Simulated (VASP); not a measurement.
# KBr (C2/m) in VASP: single point with PBE

Aim: the single point of KBr with PBE.

Everything below comes from runs of VASP 6.6.1. Logs are shortened: lines on timing, memory, paths and dates and some standing lists are left out, and cuts for length are marked.

## Step 1: The cell of the first run

The structure is monoclinic, space group C2/m (No. 12). Conventional cell: a = 5.506 Å, b = 5.987 Å, c = 4.012 Å, α = 90.00°, β = 90.32°, γ = 90.00°. Within 4.5 Å of K (site symmetry 2/m) lie 8 Br at 3.40 to 3.60 Å and 6 K at 4.01 to 4.07 Å. Within 4.5 Å of Br (site symmetry 2/m) lie 8 K at 3.40 to 3.60 Å and 6 Br at 4.01 to 4.07 Å.

## Step 2: Single point, PBE

INCAR reads:

```
ALGO = Normal
EDIFF = 1E-6
ENCUT = 500
GGA = PE
GGA_COMPAT = F
ISIF = 2
ISMEAR = 0
LASPH = T
LCHARG = F
LREAL = F
LWAVE = F
NBANDS = 15
NELM = 120
PREC = Accurate
SIGMA = 0.15
```

KPOINTS reads:

```
k-points
0
Gamma
  4 4 3
```

POSCAR reads:

```
KBr
1.0
    2.7454769967     -2.9932556364      0.2014067294
    2.7454769967      2.9932556364      0.2014067294
   -0.3158718027      0.0000000000      3.9991303441
K Br
1 1
Direct
    0.5000000000      0.5000000000      0.5000000000
    0.0000000000      0.0000000000      0.0000000000
```

Potentials or basis: VASP PAW PBE potentials, release 64 (K_sv, Br).

Run with:

```console
> cat potpaw_PBE.64/K_sv/POTCAR potpaw_PBE.64/Br/POTCAR > POTCAR
> mpirun -np 1 vasp_std > vasp.out
```

OUTCAR:

```text
EDIFF = 1E-6
   ENCUT = 500
   GGA = PE
   ISIF = 2
   ISMEAR = 0
   LASPH = T
   LREAL = F
   NELM = 120
   PREC = Accurate

 ion  position               nearest neighbor table
   1  0.500  0.500  0.500-
   2  0.000  0.000  0.000-

  LATTYP: Found a base centered monoclinic cell.
 ALAT       =     5.5057092586
 B/A-ratio  =     1.0873278976
 C/A-ratio  =     0.7286228434
 COS(beta)  =    -0.0055931596

  Lattice vectors:

 A1 = (   2.7454769967,  -2.9932556364,   0.2014067294)
 A2 = (   2.7454769967,   2.9932556364,   0.2014067294)
 A3 = (  -0.3158718027,   0.0000000000,   3.9991303441)

Analysis of symmetry for initial positions (statically):
=====================================================================
 Subroutine PRICEL returns:
 Original cell was already a primitive cell.

 Routine SETGRP: Setting up the symmetry group for a
 base centered monoclinic supercell.

 Subroutine GETGRP returns: Found  4 space group operations
 (whereof  4 operations were pure point group operations)
 out of a pool of  4 trial point group operations.

The static configuration has the point symmetry C_2h.

Analysis of symmetry for dynamics (positions and initial velocities):
=====================================================================
 Subroutine PRICEL returns:
 Original cell was already a primitive cell.

 Routine SETGRP: Setting up the symmetry group for a
 base centered monoclinic supercell.

 Subroutine GETGRP returns: Found  4 space group operations
 (whereof  4 operations were pure point group operations)
 out of a pool of  4 trial point group operations.

The dynamic configuration has the point symmetry C_2h.

 Subroutine INISYM returns: Found  4 space group operations
 (whereof  4 operations are pure point group operations),
 and found     1 'primitive' translations

----------------------------------------------------------------------------------------

                                     Primitive cell

  volume of cell :      66.1099

  direct lattice vectors                    reciprocal lattice vectors
     2.745476997 -2.993255636  0.201406729     0.181068549 -0.167042198  0.014301722
     2.745476997  2.993255636  0.201406729     0.181068549  0.167042198  0.014301722
    -0.315871803  0.000000000  3.999130344    -0.018238177  0.000000000  0.248613821

  length of vectors
     4.066667913  4.066667913  4.011585535     0.246765992  0.246765992  0.249281894

[... 81 lines left out ...]
   TEBEG  =    0.0;   TEEND  =   0.0 temperature during run
   PSTRESS=    0.0 pullay stress
   NELECT =      16.0000    total number of electrons
   NUPDOWN=      -1.0000    fix difference up-down
   EMIN   =  10.00;   EMAX   =-10.00  energy-range for DOS
   EFERMI =   0.00;   METHOD = LEGACY
   ISMEAR =     0;   SIGMA  =   0.15  broadening in eV -4-tet -1-fermi 0-gaus
   EFERMI_NEDOS =   21; number of points for ismear=-14 and -15
   IALGO  =     38    algorithm
   IMIX   =      4    mixing-type and parameters
     AMIX     =   0.40;   BMIX     =  1.00
     AMIX_MAG =   1.60;   BMIX_MAG =  1.00
  volume/ion in A,a.u.               =      33.05       223.07
  Fermi-wavevector in a.u.,A,eV,Ry     =   1.020217  1.927931 14.161535  1.040843
  Thomas-Fermi vector in A             =   2.153775
   LORBIT       =      0    0 simple, 1 ext, 2 COOP (PROOUT), +10 PAW based schemes
   GGA     = PE    functional components
   LHFCALC =     F    Hartree Fock is set to
   AEXX    =    0.0000 exact exchange contribution
   IVDW    =     0    specifies the selected vdW correction
   LEPSILON=     F    determine dielectric tensor
   LRPA    =     F    only Hartree local field effects (RPA)
 non-spin polarized calculation
 Gauss-broadening in eV      SIGMA  =   0.15
  energy-cutoff  :      500.00
  volume of cell :       66.11
 maximum number of plane-waves:      1696
 NGX is ok and might be reduce to    30
   NGX = 15   NGY = 15   NGZ = 15

 number of electron      15.9999999 magnetization

 Free energy of the ion-electron system (eV)
  ---------------------------------------------------
  ext. energy  EPLUGINS =         0.00000000
  ---------------------------------------------------
  free energy    TOTEN  =        -6.06014882 eV

  energy without entropy =       -6.06014882  energy(sigma->0) =       -6.06014882

 E-fermi :  -0.0015     XC(G=0):  -7.8173

 val. band max:       -0.7235621614   @ k =   0.5000   0.5000   0.0000
 cond. band min:       3.1038602364   @ k =   0.0000   0.0000   0.0000
 fundamental gap:      3.8274223978
 Fermi energy:        -0.0014647479

 k-point     1 :       0.0000    0.0000    0.0000
  band No.  band energies     occupation
      1     -29.4229      2.00000
      2     -13.5291      2.00000
      3     -12.8537      2.00000
      4     -12.8487      2.00000
      5     -12.8457      2.00000
      6      -1.0965      2.00000
      7      -0.9828      2.00000
      8      -0.9697      2.00000
      9       3.1039      0.00000
     10       5.1030      0.00000
     11       5.1152      0.00000
     12       8.7013      0.00000
     13       8.7341      0.00000
     14       9.1318      0.00000
[... 275 lines left out ...]
      2     -13.4495      2.00000
      3     -12.9345      2.00000
      4     -12.9090      2.00000
      5     -12.7681      2.00000
      6      -1.9887      2.00000
      7      -1.6714      2.00000
      8      -1.6226      2.00000
      9       6.0999      0.00000
     10       6.3490      0.00000
     11       6.9855      0.00000
     12       7.2991      0.00000
     13       7.8451      0.00000
     14       8.2716      0.00000
     15      11.0223      0.00000

------------------------ aborting loop because EDIFF is reached ----------------------------------------

  FORCE on cell =-STRESS in cart. coord.  units (eV):
  Direction    XX          YY          ZZ          XY          YZ          ZX
  --------------------------------------------------------------------------------------
  -------------------------------------------------------------------------------------
  Total        0.0906303     -0.1452067      0.2512539      0.0000000      0.0000000      0.0049360
  in kB        2.1964310     -3.5190942      6.0891546      0.0000000      0.0000000      0.1196241
  external PRESSURE =       1.5888305 kB  Pullay stress =       0.0000000 kB

 VOLUME and BASIS-vectors are now :
 -----------------------------------------------------------------------------
  energy-cutoff  :      500.00
  volume of cell :       66.11
      direct lattice vectors                 reciprocal lattice vectors
     2.745476997 -2.993255636  0.201406729     0.181068549 -0.167042198  0.014301722
     2.745476997  2.993255636  0.201406729     0.181068549  0.167042198  0.014301722
    -0.315871803  0.000000000  3.999130344    -0.018238177  0.000000000  0.248613821

 POSITION                                       TOTAL-FORCE (eV/Angst)
 -----------------------------------------------------------------------------------
      2.58754      0.00000      2.20097        -0.000000      0.000000      0.000000
      0.00000      0.00000      0.00000         0.000000     -0.000000      0.000000
 -----------------------------------------------------------------------------------
    total drift:                                0.000000      0.000000      0.000000

  FREE ENERGIE OF THE ION-ELECTRON SYSTEM (eV)
  ---------------------------------------------------
  free  energy   TOTEN  =        -6.0601488237 eV

  energy  without entropy=       -6.0601488237  energy(sigma->0) =       -6.06014882
```

stdout:

```text
POSCAR found type information on POSCAR K Br
 POSCAR found :  2 types and       2 ions
 scaLAPACK will be used
 LDA part: xc-table for (Slater+PW92), standard interpolation
 POSCAR, INCAR and KPOINTS ok, starting setup
 FFT: planning ... GRIDC
 FFT: planning ... GRID_SOFT
 FFT: planning ... GRID
 WAVECAR not read
 entering main loop
```

Run time: 28 s. Hardware: 1 thread of Intel Xeon 8259CL, shared host; peak memory 0.17 GiB.

What came out:

- Free energy: -6.0601 eV
- Pressure: 0.2 GPa
- Band gap on the k mesh: 3.83 eV, indirect (least direct gap 4.07 eV)

Levels at points of the mesh, in eV from the valence-band top:
```tsv
k point	band 4	band 5	band 6	band 7	band 8	band 9	band 10	band 11	band 12	band 13
(0.00, 0.00, 0.00)	-12.13	-12.12	-0.37	-0.26	-0.25	3.83	5.83	5.84	9.42	9.46
(0.50, 0.00, 0.00)	-12.10	-11.89	-1.97	-0.31	-0.23	6.43	7.16	7.57	8.86	9.63
(0.50, 0.50, 0.00)	-12.25	-12.09	-1.48	-1.33	0.00	5.18	6.54	8.06	8.11	9.87
```

Caveat: the k points lie up to 0.52 Å⁻¹ apart. A k mesh can miss the band edges.
